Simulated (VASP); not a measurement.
# MnO2 (P4_2/mnm) in VASP: single point with PBEsol

Aim: the single point of MnO2 with PBEsol.

Program: VASP 6.6.1. These are calculated values, not measurements. Logs are shortened: lines on timing, memory, paths and dates and some standing lists are left out, and cuts for length are marked.

### 1 The cell of the first run

The structure is tetragonal, space group P4_2/mnm (No. 136). Conventional cell: a = 4.398 Å, b = 4.398 Å, c = 2.873 Å, α = 90.00°, β = 90.00°, γ = 90.00°. Mn (site symmetry mmm) has 6 O at 1.88 to 1.90 Å within 2.5 Å. Within 2.5 Å of O (site symmetry m2m) lie 3 Mn at 1.88 to 1.90 Å and 1 O at 2.42 Å.

### 2 Single point, PBEsol, collinear spin, ferromagnetic start

The input, INCAR:

```
ALGO     = Normal         # electronic algorithm
EDIFF    = 1E-6           # SCF threshold, eV
ENCUT    = 600            # plane-wave cutoff, eV
GGA      = PS             # functional
GGA_COMPAT= F            
ISIF     = 2              # what is computed and relaxed
ISMEAR   = 0              # smearing method
ISPIN    = 2              # spin polarisation
LASPH    = T              # aspherical terms in the spheres
LCHARG   = F              # write CHGCAR
LMAXMIX  = 4              # l up to which the mixer works
LORBIT   = 11             # projections on sites
LREAL    = F              # projectors in reciprocal space
LWAVE    = F              # write WAVECAR
MAGMOM   = 4 4 0 0 0 0    # initial moments
NBANDS   = 40             # bands
NELM     = 200            # most SCF steps
PREC     = Accurate       # precision mode
SIGMA    = 0.1            # smearing width, eV
```

The input, KPOINTS:

```
k-points
0
Gamma
  4 4 6
```

The input, POSCAR:

```
MnO2
1.0
    4.3983000000      0.0000000000      0.0000000000
    0.0000000000      4.3983000000      0.0000000000
    0.0000000000      0.0000000000      2.8730000000
Mn O
2 4
Direct
    0.0000000000      0.0000000000      0.0000000000
    0.5000000000      0.5000000000      0.5000000000
    0.3051500000      0.3051500000      0.0000000000
    0.1948500000      0.8051500000      0.5000000000
    0.6948500000      0.6948500000      0.0000000000
    0.8051500000      0.1948500000      0.5000000000
```

Potentials or basis: VASP PAW PBE potentials, release 64 (Mn_sv, O).

On the command line:

```
$ cat potpaw_PBE.64/Mn_sv/POTCAR potpaw_PBE.64/O/POTCAR > POTCAR
$ mpirun -np 1 vasp_std > vasp.out
```

OUTCAR:

```text
EDIFF = 1E-6
   ENCUT = 600
   GGA = PS
   ISIF = 2
   ISMEAR = 0
   ISPIN = 2
   LASPH = T
   LORBIT = 11
   LREAL = F
   NELM = 200
   PREC = Accurate

 ion  position               nearest neighbor table
   1  0.000  0.000  0.000-   4 1.88   6 1.88   4 1.88   6 1.88   5 1.90   3 1.90
   2  0.500  0.500  0.500-   3 1.88   5 1.88   3 1.88   5 1.88   4 1.90   6 1.90
   3  0.305  0.305  0.000-   2 1.88   2 1.88   1 1.90
   4  0.195  0.805  0.500-   1 1.88   1 1.88   2 1.90
   5  0.695  0.695  0.000-   2 1.88   2 1.88   1 1.90
   6  0.805  0.195  0.500-   1 1.88   1 1.88   2 1.90

  LATTYP: Found a simple tetragonal cell.
 ALAT       =     4.3983000000
 C/A-ratio  =     0.6532069209

  Lattice vectors:

 A1 = (   4.3983000000,   0.0000000000,   0.0000000000)
 A2 = (   0.0000000000,   4.3983000000,   0.0000000000)
 A3 = (   0.0000000000,   0.0000000000,   2.8730000000)

Analysis of symmetry for initial positions (statically):
=====================================================================
 Subroutine PRICEL returns:
 Original cell was already a primitive cell.

 Routine SETGRP: Setting up the symmetry group for a
 simple tetragonal supercell.

 Subroutine GETGRP returns: Found 16 space group operations
 (whereof  8 operations were pure point group operations)
 out of a pool of 16 trial point group operations.

The static configuration has the point symmetry D_2h.
 The point group associated with its full space group is D_4h.

Analysis of symmetry for dynamics (positions and initial velocities):
=====================================================================
 Subroutine PRICEL returns:
 Original cell was already a primitive cell.

 Routine SETGRP: Setting up the symmetry group for a
 simple tetragonal supercell.

 Subroutine GETGRP returns: Found 16 space group operations
 (whereof  8 operations were pure point group operations)
 out of a pool of 16 trial point group operations.

The dynamic configuration has the point symmetry D_2h.
 The point group associated with its full space group is D_4h.

Analysis of structural, dynamic, and magnetic symmetry:
=====================================================================
 Subroutine PRICEL returns:
 Original cell was already a primitive cell.

 Routine SETGRP: Setting up the symmetry group for a
 simple tetragonal supercell.

 Subroutine GETGRP returns: Found 16 space group operations
 (whereof  8 operations were pure point group operations)
 out of a pool of 16 trial point group operations.

The overall configuration has the point symmetry D_2h.
 The point group associated with its full space group is D_4h.

 Subroutine INISYM returns: Found 16 space group operations
 (whereof  8 operations are pure point group operations),
 and found     1 'primitive' translations

----------------------------------------------------------------------------------------

                                     Primitive cell

  volume of cell :      55.5783

  direct lattice vectors                    reciprocal lattice vectors
     4.398300000  0.000000000  0.000000000     0.227360571  0.000000000  0.000000000
     0.000000000  4.398300000  0.000000000     0.000000000  0.227360571  0.000000000
     0.000000000  0.000000000  2.873000000     0.000000000  0.000000000  0.348068221

  length of vectors
     4.398300000  4.398300000  2.873000000     0.227360571  0.227360571  0.348068221

  position of ions in fractional coordinates (direct lattice)
     0.000000000  0.000000000  0.000000000
     0.500000000  0.500000000  0.500000000
     0.305150000  0.305150000  0.000000000
     0.194850000  0.805150000  0.500000000
     0.694850000  0.694850000  0.000000000
     0.805150000  0.194850000  0.500000000

  ion indices of the primitive-cell ions
   primitive index   ion index
                 1           1
                 2           2
                 3           3
                 4           4
                 5           5
[... 30 lines left out ...]
  0.000000  0.000000  0.000000      1.000000
  0.250000  0.000000  0.000000      4.000000
  0.500000  0.000000  0.000000      2.000000
  0.250000  0.250000  0.000000      4.000000
  0.500000  0.250000  0.000000      4.000000
  0.500000  0.500000  0.000000      1.000000
[... 16 lines left out ...]
  0.500000  0.250000  0.500000      4.000000
  0.500000  0.500000  0.500000      1.000000
   k-points           NKPTS =     24   k-points in BZ     NKDIM =     24   number of bands    NBANDS=     40
   number of dos      NEDOS =    301   number of ions     NIONS =      6
   total plane-waves  NPLWV =  31104
   dimension x,y,z NGX =    36 NGY =   36 NGZ =   24
   dimension x,y,z NGXF=    72 NGYF=   72 NGZF=   48
   ions per type =               2   4
   NGX,Y,Z   is equivalent  to a cutoff of  13.61, 13.61, 13.89 a.u.
   NGXF,Y,Z  is equivalent  to a cutoff of  27.21, 27.21, 27.78 a.u.
 SYSTEM =  unknown system
   PREC   = accura    normal or accurate (medium, high low for compatibility)
   ISTART =      0    job   : 0-new  1-cont  2-samecut
   ICHARG =      2    charge: 1-file 2-atom 10-const
   ISPIN  =      2    spin polarized calculation?
   LNONCOLLINEAR =      F non collinear calculations
   LSORBIT =      F    spin-orbit coupling
   LASPH  =      T    aspherical Exc in radial PAW
   ENCUT  =  600.0 eV  44.10 Ry    6.64 a.u.   8.78  8.78  5.74*2*pi/ulx,y,z
   NELM   =    200;   NELMIN=  2; NELMDL= -5     # of ELM steps
   EDIFF  = 0.1E-05   stopping-criterion for ELM
   LREAL  =      F    real-space projection
   EDIFFG = 0.1E-04   stopping-criterion for IOM
   NSW    =      0    number of steps for IOM
   IBRION =     -1    ionic relax: 0-MD 1-quasi-New 2-CG
   NFREE  =      0    steps in history (QN), initial steepest desc. (CG)
   ISIF   =      2    stress and relaxation
   ISYM   =      2    0-nonsym 1-usesym 2-fastsym
   POTIM  = 0.5000    time-step for ionic-motion
   TEBEG  =    0.0;   TEEND  =   0.0 temperature during run
   PSTRESS=    0.0 pullay stress
   NELECT =      54.0000    total number of electrons
   NUPDOWN=      -1.0000    fix difference up-down
   EMIN   =  10.00;   EMAX   =-10.00  energy-range for DOS
   EFERMI =   0.00;   METHOD = LEGACY
   ISMEAR =     0;   SIGMA  =   0.10  broadening in eV -4-tet -1-fermi 0-gaus
   EFERMI_NEDOS =   21; number of points for ismear=-14 and -15
   IALGO  =     38    algorithm
   IMIX   =      4    mixing-type and parameters
     AMIX     =   0.40;   BMIX     =  1.00
     AMIX_MAG =   1.60;   BMIX_MAG =  1.00
  volume/ion in A,a.u.               =       9.26        62.51
  Fermi-wavevector in a.u.,A,eV,Ry     =   1.621453  3.064101 35.771202  2.629109
  Thomas-Fermi vector in A             =   2.715226
   LORBIT       =     11    0 simple, 1 ext, 2 COOP (PROOUT), +10 PAW based schemes
   GGA     = PS    functional components
   LHFCALC =     F    Hartree Fock is set to
   AEXX    =    0.0000 exact exchange contribution
   IVDW    =     0    specifies the selected vdW correction
   LEPSILON=     F    determine dielectric tensor
   LRPA    =     F    only Hartree local field effects (RPA)
 spin polarized calculation
 Gauss-broadening in eV      SIGMA  =   0.10
  energy-cutoff  :      600.00
  volume of cell :       55.58
 maximum number of plane-waves:      1876
 NGX is ok and might be reduce to    36
   NGX = 17   NGY = 17   NGZ = 11

 number of electron      53.9999934 magnetization       5.9642143

 Free energy of the ion-electron system (eV)
  ---------------------------------------------------
  ext. energy  EPLUGINS =         0.00000000
  ---------------------------------------------------
  free energy    TOTEN  =       -50.75867178 eV

  energy without entropy =      -50.75338845  energy(sigma->0) =      -50.75603011

 E-fermi :   6.7565     XC(G=0): -12.3613

 val. band max:        6.7258254967   @ k =   0.2500   0.2500   0.5000
 cond. band min:       6.7572857315   @ k =   0.0000   0.0000   0.0000
 fundamental gap:      0.0314602348
 Fermi energy:         6.7564732100

 spin component 1

 k-point     1 :       0.0000    0.0000    0.0000
  band No.  band energies     occupation
      1     -74.9809      1.00000
      2     -74.9780      1.00000
      3     -43.8488      1.00000
      4     -43.8410      1.00000
      5     -43.7748      1.00000
      6     -43.7748      1.00000
[... 997 lines left out ...]
     38      19.5211      0.00000
     39      21.3733      0.00000
 Fermi energy:         6.7564732100

 spin component 2

 k-point     1 :       0.0000    0.0000    0.0000
  band No.  band energies     occupation
      1     -71.9579      1.00000
      2     -71.9545      1.00000
      3     -40.9094      1.00000
      4     -40.8997      1.00000
      5     -40.8282      1.00000
      6     -40.8282      1.00000
[... 997 lines left out ...]
     38      20.2459      0.00000
     39      21.7281      0.00000
 [bands above 39 left out]

------------------------ aborting loop because EDIFF is reached ----------------------------------------

  FORCE on cell =-STRESS in cart. coord.  units (eV):
  Direction    XX          YY          ZZ          XY          YZ          ZX
  --------------------------------------------------------------------------------------
  -------------------------------------------------------------------------------------
  Total       -1.2944018     -1.2944018     -2.4587176      0.0000000      0.0000000      0.0000000
  in kB      -37.3142207    -37.3142207    -70.8784003      0.0000000      0.0000000      0.0000000
  external PRESSURE =     -48.5022806 kB  Pullay stress =       0.0000000 kB

 VOLUME and BASIS-vectors are now :
 -----------------------------------------------------------------------------
  energy-cutoff  :      600.00
  volume of cell :       55.58
      direct lattice vectors                 reciprocal lattice vectors
     4.398300000  0.000000000  0.000000000     0.227360571  0.000000000  0.000000000
     0.000000000  4.398300000  0.000000000     0.000000000  0.227360571  0.000000000
     0.000000000  0.000000000  2.873000000     0.000000000  0.000000000  0.348068221

 POSITION                                       TOTAL-FORCE (eV/Angst)
 -----------------------------------------------------------------------------------
      0.00000      0.00000      0.00000         0.000000     -0.000000     -0.000000
      2.19915      2.19915      1.43650         0.000000     -0.000000     -0.000000
      1.34214      1.34214      0.00000         0.030914      0.030914      0.000000
      0.85701      3.54129      1.43650        -0.030914      0.030914      0.000000
      3.05616      3.05616      0.00000        -0.030914     -0.030914     -0.000000
      3.54129      0.85701      1.43650         0.030914     -0.030914     -0.000000
 -----------------------------------------------------------------------------------
    total drift:                                0.000000      0.000000      0.000000

  FREE ENERGIE OF THE ION-ELECTRON SYSTEM (eV)
  ---------------------------------------------------
  free  energy   TOTEN  =       -50.7586717767 eV

  energy  without entropy=      -50.7533884485  energy(sigma->0) =      -50.75603011

 total charge

# of ion       s       p       d       tot
------------------------------------------
    1        2.203   6.112   4.429  12.744
    2        2.203   6.112   4.429  12.744
    3        1.559   3.451   0.000   5.010
    4        1.559   3.451   0.000   5.010
    5        1.559   3.451   0.000   5.010
    6        1.559   3.451   0.000   5.010
--------------------------------------------------
tot         10.644  26.025   8.858  45.528

 magnetization (x)

# of ion       s       p       d       tot
------------------------------------------
    1        0.015   0.014   2.560   2.588
    2        0.015   0.014   2.560   2.588
    3        0.000   0.090   0.000   0.090
    4        0.000   0.090   0.000   0.090
    5        0.000   0.090   0.000   0.090
    6        0.000   0.090   0.000   0.090
--------------------------------------------------
tot          0.032   0.386   5.119   5.537
```

Run time: 54 s. Hardware: 1 thread of Intel Xeon 6975P-C (Granite Rapids), shared host; peak memory 0.25 GiB.

What came out:

| Quantity | Value |
| --- | --- |
| Free energy | -50.7587 eV |
| Pressure | -4.9 GPa |
| Largest force | 0.044 eV/Å |
| Band gap on the k mesh | zero (filled and empty bands overlap) |
| Net moment | 5.96 μB per cell |
| Site moments | Mn +2.59; O +0.09 μB |
| Valence electrons inside the program's atomic spheres | Mn 12.74; O 5.01 |

Forces on the atoms (eV/Å):
```
Mn   0.000  0.000  0.000
Mn   0.000  0.000  0.000
O    0.031  0.031  0.000
O   -0.031  0.031  0.000
O   -0.031 -0.031  0.000
O    0.031 -0.031  0.000
```

Stress tensor (GPa, compression positive):
```
-3.73  0.00  0.00
 0.00 -3.73  0.00
 0.00  0.00 -7.09
```

Levels at points of the mesh, in eV from the Fermi level:
Spin up:
| k point | band 27 | band 28 | band 29 | band 30 | band 31 | band 32 | band 33 | band 34 |
| --- | --- | --- | --- | --- | --- | --- | --- | --- |
| (0.00, 0.00, 0.00) | -1.34 | -1.34 | -0.75 | -0.24 | -0.12 | 2.67 | 2.67 | 3.40 |
| (0.50, 0.00, 0.00) | -1.46 | -1.46 | -0.71 | -0.71 | 2.15 | 2.15 | 2.41 | 2.41 |
| (0.50, 0.50, 0.00) | -2.27 | -2.27 | -0.04 | -0.04 | 1.41 | 1.41 | 2.63 | 2.63 |
| (0.00, 0.00, 0.50) | -1.12 | -1.12 | -0.18 | -0.18 | 1.21 | 1.21 | 1.63 | 1.63 |
| (0.50, 0.00, 0.50) | -2.08 | -2.08 | -0.06 | -0.06 | 0.16 | 0.16 | 3.18 | 3.18 |
| (0.50, 0.50, 0.50) | -1.09 | -1.09 | -0.78 | -0.78 | 1.66 | 1.66 | 1.86 | 1.86 |
Spin down:
| k point | band 22 | band 23 | band 24 | band 25 | band 26 | band 27 |
| --- | --- | --- | --- | --- | --- | --- |
| (0.00, 0.00, 0.00) | -1.05 | -1.05 | -0.46 | 0.00 | 0.31 | 0.46 |
| (0.50, 0.00, 0.00) | -2.99 | -1.32 | -1.32 | 0.69 | 0.69 | 1.06 |
| (0.50, 0.50, 0.00) | -2.64 | -2.05 | -2.05 | 0.04 | 0.04 | 0.47 |
| (0.00, 0.00, 0.50) | -3.25 | -2.52 | -2.52 | 0.99 | 0.99 | 1.35 |
| (0.50, 0.00, 0.50) | -3.09 | -1.67 | -1.67 | 0.18 | 0.18 | 1.01 |
| (0.50, 0.50, 0.50) | -1.98 | -1.57 | -1.57 | 1.01 | 1.01 | 1.04 |

Caveat: the k points lie up to 0.36 Å⁻¹ apart; the PAW data sets were made with another functional, which shifts forces and pressure a little; semilocal functionals often make such compounds metallic where correlation or magnetic order opens a gap, which also shifts bond lengths; only a ferromagnetic start was run, and an antiferromagnetic order may lie lower in energy. With open d or f shells a metallic result of PBEsol can be an artefact of self-interaction; +U or a hybrid may open a gap.
